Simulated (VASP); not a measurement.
A run of VASP 6.6.1:

File INCAR:

```
PREC = Accurate ; ENCUT = 600
EDIFF = 1E-7 ; ISMEAR = 0
SIGMA = 0.1 ; LREAL = False
LASPH = True ; NELM = 60
ALGO = Normal ; ISIF = 3
LWAVE = False ; LCHARG = False
GGA = PE ; IBRION = 2
NSW = 100 ; EDIFFG = -0.002
```

KPOINTS

```
Automatic mesh
0
Gamma
  18 18 18
```

The input POSCAR:

```
Au
1.0
    0.0000000000      2.0585000000      2.0585000000
    2.0585000000      0.0000000000      2.0585000000
    2.0585000000      2.0585000000      0.0000000000
Au
1
Direct
    0.0000000000      0.0000000000      0.0000000000
```

Potentials or basis: VASP PAW PBE potentials, release 64 (Au).

Command:

```sh
$ cat potpaw_PBE.64/Au/POTCAR > POTCAR
$ mpirun -np 1 vasp_std > vasp.out
```

Hardware: 1 thread of Intel(R) Xeon(R) Platinum 8488C (Sapphire Rapids) (shared host).

Problem. Estimate the wall time of this run.

Solution. Wall time 74 s on 1 thread of Intel(R) Xeon(R) Platinum 8488C (Sapphire Rapids), with other jobs on the host, peak memory 0.18 GiB. Counts: scf iterations 57, k points 195, ion steps 16.
